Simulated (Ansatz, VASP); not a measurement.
# Ta2Ru: VASP beside Ansatz

```
Ta Ru
1.0
    -1.57505    1.57505    4.72514
     1.57505   -1.57505    4.72514
     1.57505    1.57505   -4.72514
Ta Ru
2 1
Direct
  0.66667 0.66667 0.00000
  0.33333 0.33333 0.00000
  0.00000 0.00000 0.00000
```

Alike in both runs: task relaxation of cell and atoms; functional PBE; k mesh 8 × 8 × 8; occupations gaussian, width 0.1 eV; no spin polarisation.

|  | VASP | Ansatz |
| --- | --- | --- |
| version | VASP 6.6.1 | Ansatz 0.2.0 |
| potentials or method | VASP PAW PBE potentials, release 64 (Ta_pv, Ru_pv), cutoff 600 eV | scalar-relativistic, plane waves, PAW |
| valence electrons in the cell | 36 | 42 |

Ansatz gave:

| Quantity | Value |
| --- | --- |
| gap on the k mesh at the Fermi level, each at its own relaxed structure (eV) | none |
| relaxed volume (Å³/atom) | 16.74 |
| relaxed cell length with the largest relative difference (Å) | 5.387 |

Task: Which values does VASP return?

Result: gap on the k mesh at the Fermi level, each at its own relaxed structure (eV): none; relaxed volume (Å³/atom): 16.74; relaxed cell length with the largest relative difference (Å): 5.389.

A gap of «none» marks a metal or a gap that the smearing closes. VASP's potentials hold 36 valence electrons a cell and Ansatz's 42, so a difference there can come from the potentials and not from the codes.

Spin-orbit coupling is off throughout.
